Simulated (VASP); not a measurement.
# Bi (Pm-3m) in VASP: notebook

The runs below take Bi through single point, with LDA.

All numbers are computed with VASP 6.6.1; they aren't measurements. Logs are shortened: lines on timing, memory, paths and dates and some standing lists are left out, and cuts for length are marked.

### 1 The cell of the first run

Symmetry: Pm-3m, No. 221, cubic system. Conventional cell: a = 2.843 Å, b = 2.843 Å, c = 2.843 Å, α = 90.00°, β = 90.00°, γ = 90.00°. Within 3.7 Å of Bi (site symmetry m-3m) lie 6 Bi at 2.84 Å.

### 2 Single point, LDA

INCAR reads:

```
  ALGO = Normal
  EDIFF = 1E-6
  ENCUT = 500
  GGA_COMPAT = F
  ISIF = 2
  ISMEAR = 0
  LASPH = T
  LCHARG = T
  LELF = T
  LREAL = F
  LVHAR = T
  LWAVE = F
  NBANDS = 14
  NELM = 120
  PREC = Accurate
  SIGMA = 0.1
```

KPOINTS reads:

```
k-points
0
Gamma
  5 5 5
```

POSCAR reads:

```
Bi
1.0
    2.8434611307      0.0000000000      0.0000000000
    0.0000000000      2.8434611307      0.0000000000
    0.0000000000      0.0000000000      2.8434611307
Bi
1
Direct
    0.0000000000      0.0000000000      0.0000000000
```

Potentials or basis: VASP PAW LDA potentials, release 64 (Bi_d).

On the command line:

```
$ cat potpaw_LDA.64/Bi_d/POTCAR > POTCAR
$ mpirun -np 1 vasp_std > vasp.out
```

OUTCAR:

```text
EDIFF = 1E-6
   ENCUT = 500
   ISIF = 2
   ISMEAR = 0
   LASPH = T
   LREAL = F
   NELM = 120
   PREC = Accurate

 ion  position               nearest neighbor table
   1  0.000  0.000  0.000-

  LATTYP: Found a simple cubic cell.
 ALAT       =     2.8434611307

  Lattice vectors:

 A1 = (   2.8434611307,   0.0000000000,   0.0000000000)
 A2 = (   0.0000000000,   2.8434611307,   0.0000000000)
 A3 = (   0.0000000000,   0.0000000000,   2.8434611307)

Analysis of symmetry for initial positions (statically):
=====================================================================
 Subroutine PRICEL returns:
 Original cell was already a primitive cell.

 Routine SETGRP: Setting up the symmetry group for a
 simple cubic supercell.

 Subroutine GETGRP returns: Found 48 space group operations
 (whereof 48 operations were pure point group operations)
 out of a pool of 48 trial point group operations.

The static configuration has the point symmetry O_h .

Analysis of symmetry for dynamics (positions and initial velocities):
=====================================================================
 Subroutine PRICEL returns:
 Original cell was already a primitive cell.

 Routine SETGRP: Setting up the symmetry group for a
 simple cubic supercell.

 Subroutine GETGRP returns: Found 48 space group operations
 (whereof 48 operations were pure point group operations)
 out of a pool of 48 trial point group operations.

The dynamic configuration has the point symmetry O_h .

 Subroutine INISYM returns: Found 48 space group operations
 (whereof 48 operations are pure point group operations),
 and found     1 'primitive' translations

----------------------------------------------------------------------------------------

                                     Primitive cell

  volume of cell :      22.9902

  direct lattice vectors                    reciprocal lattice vectors
     2.843461131  0.000000000  0.000000000     0.351684076  0.000000000  0.000000000
     0.000000000  2.843461131  0.000000000     0.000000000  0.351684076  0.000000000
     0.000000000  0.000000000  2.843461131     0.000000000  0.000000000  0.351684076

  length of vectors
     2.843461131  2.843461131  2.843461131     0.351684076  0.351684076  0.351684076

  position of ions in fractional coordinates (direct lattice)
     0.000000000  0.000000000  0.000000000

  ion indices of the primitive-cell ions
   primitive index   ion index
                 1           1

----------------------------------------------------------------------------------------

 KPOINTS: k-points

Automatic generation of k-mesh.
 Grid dimensions read from file:
 generate k-points for:    5    5    5

 Generating k-lattice:

  Cartesian coordinates                     Fractional coordinates (reciprocal lattice)
     0.070336815  0.000000000  0.000000000     0.200000000  0.000000000  0.000000000
     0.000000000  0.070336815  0.000000000     0.000000000  0.200000000  0.000000000
     0.000000000  0.000000000  0.070336815     0.000000000  0.000000000  0.200000000

  Length of vectors
     0.070336815  0.070336815  0.070336815

  Shift w.r.t. Gamma in fractional coordinates (k-lattice)
     0.000000000  0.000000000  0.000000000

 Subroutine IBZKPT returns following result:
 ===========================================

 Found     10 irreducible k-points:

 Following reciprocal coordinates:
            Coordinates               Weight
  0.000000  0.000000  0.000000      1.000000
  0.200000  0.000000  0.000000      6.000000
  0.400000  0.000000  0.000000      6.000000
  0.200000  0.200000  0.000000     12.000000
  0.400000  0.200000  0.000000     24.000000
  0.400000  0.400000  0.000000     12.000000
  0.200000  0.200000  0.200000      8.000000
  0.400000  0.200000  0.200000     24.000000
  0.400000  0.400000  0.200000     24.000000
  0.400000  0.400000  0.400000      8.000000
   k-points           NKPTS =     10   k-points in BZ     NKDIM =     10   number of bands    NBANDS=     14
   number of dos      NEDOS =    301   number of ions     NIONS =      1
   total plane-waves  NPLWV =  13824
   dimension x,y,z NGX =    24 NGY =   24 NGZ =   24
   dimension x,y,z NGXF=    48 NGYF=   48 NGZF=   48
   ions per type =               1
   NGX,Y,Z   is equivalent  to a cutoff of  14.03, 14.03, 14.03 a.u.
   NGXF,Y,Z  is equivalent  to a cutoff of  28.06, 28.06, 28.06 a.u.
 SYSTEM =  unknown system
   PREC   = accura    normal or accurate (medium, high low for compatibility)
   ISTART =      0    job   : 0-new  1-cont  2-samecut
   ICHARG =      2    charge: 1-file 2-atom 10-const
   ISPIN  =      1    spin polarized calculation?
   LNONCOLLINEAR =      F non collinear calculations
   LSORBIT =      F    spin-orbit coupling
   LASPH  =      T    aspherical Exc in radial PAW
   ENCUT  =  500.0 eV  36.75 Ry    6.06 a.u.   5.18  5.18  5.18*2*pi/ulx,y,z
   NELM   =    120;   NELMIN=  2; NELMDL= -5     # of ELM steps
   EDIFF  = 0.1E-05   stopping-criterion for ELM
   LREAL  =      F    real-space projection
   EDIFFG = 0.1E-04   stopping-criterion for IOM
   NSW    =      0    number of steps for IOM
   IBRION =     -1    ionic relax: 0-MD 1-quasi-New 2-CG
   NFREE  =      0    steps in history (QN), initial steepest desc. (CG)
   ISIF   =      2    stress and relaxation
   ISYM   =      2    0-nonsym 1-usesym 2-fastsym
   POTIM  = 0.5000    time-step for ionic-motion
   TEBEG  =    0.0;   TEEND  =   0.0 temperature during run
   PSTRESS=    0.0 pullay stress
   NELECT =      15.0000    total number of electrons
   NUPDOWN=      -1.0000    fix difference up-down
   EMIN   =  10.00;   EMAX   =-10.00  energy-range for DOS
   EFERMI =   0.00;   METHOD = LEGACY
   ISMEAR =     0;   SIGMA  =   0.10  broadening in eV -4-tet -1-fermi 0-gaus
   EFERMI_NEDOS =   21; number of points for ismear=-14 and -15
   IALGO  =     38    algorithm
   IMIX   =      4    mixing-type and parameters
     AMIX     =   0.40;   BMIX     =  1.00
     AMIX_MAG =   1.60;   BMIX_MAG =  1.00
  volume/ion in A,a.u.               =      22.99       155.15
  Fermi-wavevector in a.u.,A,eV,Ry     =   1.419901  2.683223 27.430948  2.016118
  Thomas-Fermi vector in A             =   2.540872
   LORBIT       =      0    0 simple, 1 ext, 2 COOP (PROOUT), +10 PAW based schemes
   GGA     = CA    functional components
   LHFCALC =     F    Hartree Fock is set to
   AEXX    =    0.0000 exact exchange contribution
   IVDW    =     0    specifies the selected vdW correction
   LEPSILON=     F    determine dielectric tensor
   LRPA    =     F    only Hartree local field effects (RPA)
 non-spin polarized calculation
 Gauss-broadening in eV      SIGMA  =   0.10
  energy-cutoff  :      500.00
  volume of cell :       22.99
 maximum number of plane-waves:       588
 NGX is ok and might be reduce to    24
   NGX = 11   NGY = 11   NGZ = 11

 number of electron      15.0000004 magnetization

 Free energy of the ion-electron system (eV)
  ---------------------------------------------------
  ext. energy  EPLUGINS =         0.00000000
  ---------------------------------------------------
  free energy    TOTEN  =        -3.45301577 eV

  energy without entropy =       -3.44574072  energy(sigma->0) =       -3.44937824

 E-fermi :  12.4971     XC(G=0): -11.9224

 val. band max:       11.8356610699   @ k =   0.2000   0.2000   0.0000
 cond. band min:      12.5028910632   @ k =   0.2000   0.2000   0.2000
 fundamental gap:      0.6672299933
 Fermi energy:        12.4970982416

 k-point     1 :       0.0000    0.0000    0.0000
  band No.  band energies     occupation
      1     -11.9810      2.00000
      2     -11.9810      2.00000
      3     -10.8721      2.00000
      4     -10.8721      2.00000
      5     -10.8721      2.00000
      6      -4.4899      2.00000
      7      16.1407      0.00000
      8      16.1407      0.00000
      9      16.1407      0.00000
     10      20.8775      0.00000
     11      21.5431      0.00000
     12      21.5431      0.00000
     13      30.3032      0.00000
     14      30.3032      0.00000

 k-point     2 :       0.2000    0.0000    0.0000
  band No.  band energies     occupation
      1     -11.9603      2.00000
      2     -11.7072      2.00000
      3     -10.9773      2.00000
      4     -10.9773      2.00000
      5     -10.8634      2.00000
      6      -3.6922      2.00000
      7      10.9470      2.00000
      8      17.0610      0.00000
      9      17.0610      0.00000
     10      21.4437      0.00000
     11      21.6802      0.00000
     12      27.2679      0.00000
     13      28.1831      0.00000
     14      29.7932      0.00000

 k-point     3 :       0.4000    0.0000    0.0000
  band No.  band energies     occupation
      1     -11.9263      2.00000
      2     -11.2781      2.00000
      3     -11.1435      2.00000
      4     -11.1435      2.00000
      5     -10.8491      2.00000
      6      -1.4696      2.00000
      7       5.3642      2.00000
      8      19.0718      0.00000
      9      19.0718      0.00000
     10      22.0042      0.00000
     11      22.2073      0.00000
     12      25.9493      0.00000
     13      26.7186      0.00000
     14      27.1448      0.00000
[... 86 lines left out ...]
 k-point     9 :       0.4000    0.4000    0.2000
  band No.  band energies     occupation
      1     -11.5026      2.00000
      2     -11.2628      2.00000
      3     -11.2488      2.00000
      4     -11.2416      2.00000
      5     -10.6872      2.00000
      6       2.1451      2.00000
      7       8.4834      2.00000
      8       9.0197      2.00000
      9      15.7710      0.00000
     10      16.8603      0.00000
     11      21.8607      0.00000
     12      22.0768      0.00000
     13      25.4056      0.00000
     14      31.8493      0.00000

 k-point    10 :       0.4000    0.4000    0.4000
  band No.  band energies     occupation
      1     -11.4747      2.00000
      2     -11.4643      2.00000
      3     -11.4643      2.00000
      4     -10.6730      2.00000
      5     -10.6730      2.00000
      6       4.2875      2.00000
      7      10.2038      2.00000
      8      10.2038      2.00000
      9      11.4127      2.00000
     10      16.6919      0.00000
     11      18.4968      0.00000
     12      18.4968      0.00000
     13      21.4047      0.00000
     14      35.7966      0.00000

------------------------ aborting loop because EDIFF is reached ----------------------------------------

  FORCE on cell =-STRESS in cart. coord.  units (eV):
  Direction    XX          YY          ZZ          XY          YZ          ZX
  --------------------------------------------------------------------------------------
  -------------------------------------------------------------------------------------
  Total        6.5316315      6.5316315      6.5316315      0.0000000      0.0000000     -0.0000000
  in kB      455.1875434    455.1875434    455.1875434      0.0000000      0.0000000     -0.0000000
  external PRESSURE =     455.1875434 kB  Pullay stress =       0.0000000 kB

 VOLUME and BASIS-vectors are now :
 -----------------------------------------------------------------------------
  energy-cutoff  :      500.00
  volume of cell :       22.99
      direct lattice vectors                 reciprocal lattice vectors
     2.843461131  0.000000000  0.000000000     0.351684076  0.000000000  0.000000000
     0.000000000  2.843461131  0.000000000     0.000000000  0.351684076  0.000000000
     0.000000000  0.000000000  2.843461131     0.000000000  0.000000000  0.351684076

 POSITION                                       TOTAL-FORCE (eV/Angst)
 -----------------------------------------------------------------------------------
      0.00000      0.00000      0.00000         0.000000      0.000000      0.000000
 -----------------------------------------------------------------------------------
    total drift:                                0.000000      0.000000     -0.000000

  FREE ENERGIE OF THE ION-ELECTRON SYSTEM (eV)
  ---------------------------------------------------
  free  energy   TOTEN  =        -3.4530157672 eV

  energy  without entropy=       -3.4457407204  energy(sigma->0) =       -3.44937824
```

It took 5.6 s on 1 thread of AMD EPYC 7R13, shared host; peak memory 0.09 GiB.

Results:

* Free energy: -3.4530 eV
* Pressure: 45.5 GPa

Caveat: the k points lie up to 0.44 Å⁻¹ apart; spin-orbit coupling is left out, which moves the levels of the heavy elements.

### 3 Single point, LDA

This run uses another cell than the first one, of 27.37 Å³/atom, 1.190 times its volume.

INCAR reads:

```
  ALGO = Normal
  EDIFF = 1E-6
  ENCUT = 500
  GGA_COMPAT = False
  ISIF = 2
  ISMEAR = 0
  LASPH = True
  LCHARG = True
  LELF = True
  LREAL = False
  LVHAR = True
  LWAVE = False
  NBANDS = 14
  NELM = 120
  PREC = Accurate
  SIGMA = 0.1
```

KPOINTS is that of step 2.

POSCAR reads:

```
Bi
1.0
    3.0134799857      0.0000000000      0.0000000000
    0.0000000000      3.0134799857      0.0000000000
    0.0000000000      0.0000000000      3.0134799857
Bi
1
Direct
    0.0000000000      0.0000000000      0.0000000000
```

Potentials or basis: VASP PAW LDA potentials, release 64 (Bi_d).

On the command line:

```
$ cat potpaw_LDA.64/Bi_d/POTCAR > POTCAR
$ mpirun -np 1 vasp_std > vasp.out
```

Wall time 5.6 s (1 thread of AMD EPYC 7R13, shared host); peak memory 0.09 GiB.

The run converged. Its results:

* Free energy: -4.2249 eV
* Pressure: 15.2 GPa

Levels at points of the mesh, in eV from the Fermi level:
| k point | band 4 | band 5 | band 6 | band 7 | band 8 | band 9 | band 10 | band 11 |
| --- | --- | --- | --- | --- | --- | --- | --- | --- |
| (0.00, 0.00, 0.00) | -23.12 | -23.12 | -15.24 | 3.30 | 3.30 | 3.30 | 7.31 | 8.30 |

Caveat: the k points lie up to 0.42 Å⁻¹ apart; spin-orbit coupling is left out, which moves the levels of the heavy elements.
